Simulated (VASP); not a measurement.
# Mg2Si3N (P6/mmm) in VASP: a series of runs, part 2 of 2

VASP 6.6.1.

## Step 3: Single point, PBE, collinear spin, ferromagnetic start

The input, INCAR:

```
PREC = Accurate
ENCUT = 520
EDIFF = 1E-6
ISMEAR = 0
SIGMA = 0.1
LREAL = False
LASPH = True
NELM = 150
ALGO = Normal
ISIF = 2
LWAVE = False
LCHARG = True
ISPIN = 2
MAGMOM = 0 0 0 0 0 1
LORBIT = 11
GGA = PE
LELF = True
LVHAR = True
NBANDS = 24
```

The input, KPOINTS:

```
Automatic mesh
0
Gamma
  6 6 6
```

The input, POSCAR:

```
Mg2Si3N
1.0
    5.4101795400      0.0000000000      0.0000000000
   -2.7050897700      4.6853529200      0.0000000000
    0.0000000000      0.0000000000      3.2775802100
Mg Si N
2 3 1
Direct
    0.3333333300      0.6666666700      0.0000000000
    0.6666666700      0.3333333300      0.0000000000
    0.5000000000      0.0000000000      0.5000000000
    0.5000000000      0.5000000000      0.5000000000
    0.0000000000      0.5000000000      0.5000000000
    0.0000000000      0.0000000000      0.0000000000
```

Potentials or basis: VASP PAW PBE potentials, release 64 (Mg, Si, N).

The run is started by

```
$ cat potpaw_PBE.64/Mg/POTCAR potpaw_PBE.64/Si/POTCAR potpaw_PBE.64/N/POTCAR > POTCAR
$ mpirun -np 1 vasp_std > vasp.out
```

OUTCAR:

```text
PREC = Accurate
   ENCUT = 520
   EDIFF = 1E-6
   ISMEAR = 0
   LREAL = False
   LASPH = True
   NELM = 150
   ISIF = 2
   ISPIN = 2
   LORBIT = 11
   GGA = PE

 ion  position               nearest neighbor table
   1  0.333  0.667  0.000-   3 2.26   3 2.26   5 2.26   5 2.26   4 2.26   4 2.26   2 3.12   2 3.12
                             2 3.12
   2  0.667  0.333  0.000-   3 2.26   3 2.26   5 2.26   5 2.26   4 2.26   4 2.26   1 3.12   1 3.12
                             1 3.12
   3  0.500  0.000  0.500-   1 2.26   2 2.26   1 2.26   2 2.26   4 2.71   5 2.71   4 2.71   5 2.71

   4  0.500  0.500  0.500-   1 2.26   2 2.26   1 2.26   2 2.26   3 2.71   3 2.71   5 2.71   5 2.71

   5  0.000  0.500  0.500-   1 2.26   2 2.26   1 2.26   2 2.26   3 2.71   3 2.71   4 2.71   4 2.71

   6  0.000  0.000  0.000-

  LATTYP: Found a hexagonal cell.
 ALAT       =     5.4101795400
 C/A-ratio  =     0.6058172720

  Lattice vectors:

 A1 = (   5.4101795400,   0.0000000000,   0.0000000000)
 A2 = (  -2.7050897700,   4.6853529200,   0.0000000000)
 A3 = (   0.0000000000,   0.0000000000,   3.2775802100)

Analysis of symmetry for initial positions (statically):
=====================================================================
 Subroutine PRICEL returns:
 Original cell was already a primitive cell.

 Routine SETGRP: Setting up the symmetry group for a
 hexagonal supercell.

 Subroutine GETGRP returns: Found 24 space group operations
 (whereof 24 operations were pure point group operations)
 out of a pool of 24 trial point group operations.

The static configuration has the point symmetry D_6h.

Analysis of symmetry for dynamics (positions and initial velocities):
=====================================================================
 Subroutine PRICEL returns:
 Original cell was already a primitive cell.

 Routine SETGRP: Setting up the symmetry group for a
 hexagonal supercell.

 Subroutine GETGRP returns: Found 24 space group operations
 (whereof 24 operations were pure point group operations)
 out of a pool of 24 trial point group operations.

The dynamic configuration has the point symmetry D_6h.

Analysis of structural, dynamic, and magnetic symmetry:
=====================================================================
 Subroutine PRICEL returns:
 Original cell was already a primitive cell.

 Routine SETGRP: Setting up the symmetry group for a
 hexagonal supercell.

 Subroutine GETGRP returns: Found 24 space group operations
 (whereof 24 operations were pure point group operations)
 out of a pool of 24 trial point group operations.

The overall configuration has the point symmetry D_6h.

 Subroutine INISYM returns: Found 24 space group operations
 (whereof 24 operations are pure point group operations),
 and found     1 'primitive' translations

----------------------------------------------------------------------------------------

                                     Primitive cell

  volume of cell :      83.0821

  direct lattice vectors                    reciprocal lattice vectors
     5.410179540  0.000000000  0.000000000     0.184836749  0.106715547  0.000000000
    -2.705089770  4.685352920  0.000000000     0.000000000  0.213431094  0.000000000
     0.000000000  0.000000000  3.277580210     0.000000000  0.000000000  0.305103136

  length of vectors
     5.410179540  5.410179539  3.277580210     0.213431094  0.213431094  0.305103136

[... 95 lines left out ...]
   ISYM   =      2    0-nonsym 1-usesym 2-fastsym
   POTIM  = 0.5000    time-step for ionic-motion
   TEBEG  =    0.0;   TEEND  =   0.0 temperature during run
   PSTRESS=    0.0 pullay stress
   NELECT =      21.0000    total number of electrons
   NUPDOWN=      -1.0000    fix difference up-down
   EMIN   =  10.00;   EMAX   =-10.00  energy-range for DOS
   EFERMI =   0.00;   METHOD = LEGACY
   ISMEAR =     0;   SIGMA  =   0.10  broadening in eV -4-tet -1-fermi 0-gaus
   EFERMI_NEDOS =   21; number of points for ismear=-14 and -15
   IALGO  =     38    algorithm
   IMIX   =      4    mixing-type and parameters
     AMIX     =   0.40;   BMIX     =  1.00
     AMIX_MAG =   1.60;   BMIX_MAG =  1.00
  volume/ion in A,a.u.               =      13.85        93.44
  Fermi-wavevector in a.u.,A,eV,Ry     =   1.035092  1.956040 14.577484  1.071415
  Thomas-Fermi vector in A             =   2.169418
   LORBIT       =     11    0 simple, 1 ext, 2 COOP (PROOUT), +10 PAW based schemes
   GGA     = PE    functional components
   LHFCALC =     F    Hartree Fock is set to
   AEXX    =    0.0000 exact exchange contribution
   IVDW    =     0    specifies the selected vdW correction
   LEPSILON=     F    determine dielectric tensor
   LRPA    =     F    only Hartree local field effects (RPA)
 spin polarized calculation
 Gauss-broadening in eV      SIGMA  =   0.10
  energy-cutoff  :      520.00
  volume of cell :       83.08
 maximum number of plane-waves:      2256
   NGX = 21   NGY = 21   NGZ = 13

 number of electron      21.0000001 magnetization       2.2460231

 Free energy of the ion-electron system (eV)
  ---------------------------------------------------
  ext. energy  EPLUGINS =         0.00000000
  ---------------------------------------------------
  free energy    TOTEN  =       -14.66299433 eV

  energy without entropy =      -14.64592043  energy(sigma->0) =      -14.65445738

 E-fermi :   6.6413     XC(G=0): -10.4821

 val. band max:        6.6313459631   @ k =   0.3333   0.1667   0.0000
 cond. band min:       6.6458875071   @ k =   0.1667   0.1667   0.1667
 fundamental gap:      0.0145415440
 Fermi energy:         6.6412965099

 spin component 1

 k-point     1 :       0.0000    0.0000    0.0000
  band No.  band energies     occupation
      1      -7.6127      1.00000
      2      -5.0202      1.00000
      3      -0.5383      1.00000
      4      -0.3643      1.00000
      5      -0.3643      1.00000
      6       1.8212      1.00000
[... 589 lines left out ...]
     21      14.4810      0.00000
     22      14.9796      0.00000

 [... further k-points ...]

 spin component 2

 k-point     1 :       0.0000    0.0000    0.0000
  band No.  band energies     occupation
      1      -6.2007      1.00000
      2      -3.4216      1.00000
      3      -0.4332      1.00000
      4      -0.2994      1.00000
      5      -0.2994      1.00000
      6       2.4344      1.00000
[... 589 lines left out ...]
     21      14.7563      0.00000
     22      15.1063      0.00000

 [... further k-points ...]

 [bands above 22 left out]

------------------------ aborting loop because EDIFF is reached ----------------------------------------

  FORCE on cell =-STRESS in cart. coord.  units (eV):
  Direction    XX          YY          ZZ          XY          YZ          ZX
  --------------------------------------------------------------------------------------
  -------------------------------------------------------------------------------------
  Total       15.1727865     15.1727865     40.8571925     -0.0000000      0.0000000      0.0000000
  in kB      292.5961540    292.5961539    787.9012465     -0.0000000      0.0000000      0.0000000
  external PRESSURE =     457.6978515 kB  Pullay stress =       0.0000000 kB

 VOLUME and BASIS-vectors are now :
 -----------------------------------------------------------------------------
  energy-cutoff  :      520.00
  volume of cell :       83.08
      direct lattice vectors                 reciprocal lattice vectors
     5.410179540  0.000000000  0.000000000     0.184836749  0.106715547  0.000000000
    -2.705089770  4.685352920  0.000000000     0.000000000  0.213431094  0.000000000
     0.000000000  0.000000000  3.277580210     0.000000000  0.000000000  0.305103136

 POSITION                                       TOTAL-FORCE (eV/Angst)
 -----------------------------------------------------------------------------------
     -0.00000      3.12357      0.00000         0.000000     -0.000000      0.000000
      2.70509      1.56178      0.00000        -0.000000      0.000000     -0.000000
      2.70509      0.00000      1.63879        -0.000000      0.000000      0.000000
      1.35254      2.34268      1.63879         0.000000      0.000000      0.000000
     -1.35254      2.34268      1.63879        -0.000000      0.000000      0.000000
      0.00000      0.00000      0.00000        -0.000000      0.000000      0.000000
 -----------------------------------------------------------------------------------
    total drift:                               -0.000000      0.000000     -0.000000

  FREE ENERGIE OF THE ION-ELECTRON SYSTEM (eV)
  ---------------------------------------------------
  free  energy   TOTEN  =       -14.6629943287 eV

  energy  without entropy=      -14.6459204277  energy(sigma->0) =      -14.65445738

 total charge

# of ion       s       p       d       tot
------------------------------------------
    1        0.272   0.317   0.104   0.693
    2        0.272   0.317   0.104   0.693
    3        0.873   0.914   0.000   1.787
    4        0.873   0.914   0.000   1.787
    5        0.873   0.914   0.000   1.787
    6        1.352   1.984   0.000   3.336
--------------------------------------------------
tot          4.515   5.359   0.209  10.083

 magnetization (x)

# of ion       s       p       d       tot
------------------------------------------
    1        0.006   0.003   0.004   0.013
    2        0.006   0.003   0.004   0.013
    3        0.007   0.033   0.000   0.040
    4        0.007   0.033   0.000   0.040
    5        0.007   0.033   0.000   0.040
    6        0.032   1.347   0.000   1.379
--------------------------------------------------
tot          0.065   1.451   0.008   1.523
```

Wall time 1.7 min (1 thread of Intel Xeon 6975P-C, shared host); peak memory 0.26 GiB.

Results:

```yaml
Free_energy: -14.6630 eV
Pressure: 45.8 GPa
Net_moment: 2.25 μB per cell
Site_moments: Mg +0.01; Si +0.04; N +1.38 μB
Valence_electrons_inside_the_program's_atomic_spheres: Mg 0.69; Si 1.79; N 3.34
```

Stress tensor (GPa, compression positive):
```
29.26  0.00  0.00
 0.00 29.26  0.00
 0.00  0.00 78.79
```
